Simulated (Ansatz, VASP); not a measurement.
## One calculation of PtS2, two programs

```
Pt S
1.0
     3.57659    0.00000    0.00000
    -1.78830    3.09742    0.00000
     0.00000    0.00000    6.49664
Pt S
1 2
Direct
  0.00000 0.00000 0.00000
  0.33333 0.66667 0.18895
  0.66667 0.33333 0.81105
```

Alike in both runs: functional PBE; k mesh 9 × 9 × 4; occupations gaussian, width 0.05 eV; no spin polarisation.

Ansatz relaxed the structure, and its values are those at the end. VASP's run is a single point on that final structure, the one shown.

|  | VASP | Ansatz |
| --- | --- | --- |
| version | VASP 6.6.1 | Ansatz 0.2.0 |
| potentials or method | VASP PAW PBE potentials, release 64 (Pt, S), cutoff 520 eV | scalar-relativistic, plane waves, PAW |
| valence electrons in the cell | 22 | 30 |

|  | VASP | Ansatz | Ansatz less VASP |
| --- | --- | --- | --- |
| gap on the k mesh at the Fermi level (eV) | 1.57 | 1.57 | -0.003 |
| least direct gap on the mesh (eV) | 1.57 | 1.57 | -0.003 |
| pressure (GPa) | -0.4 | 0.0 | +0.35 |
| rms of the force components (eV/Å) | 0.017 | 0.000 | -0.0168 |

The functional is the same, so the differences come from potentials, cutoffs and numerics. VASP's potentials hold 22 valence electrons a cell and Ansatz's 30, so a difference there can come from the potentials and not from the codes. Ansatz's warnings: stress scf threshold loose.

Spin-orbit coupling is off throughout.
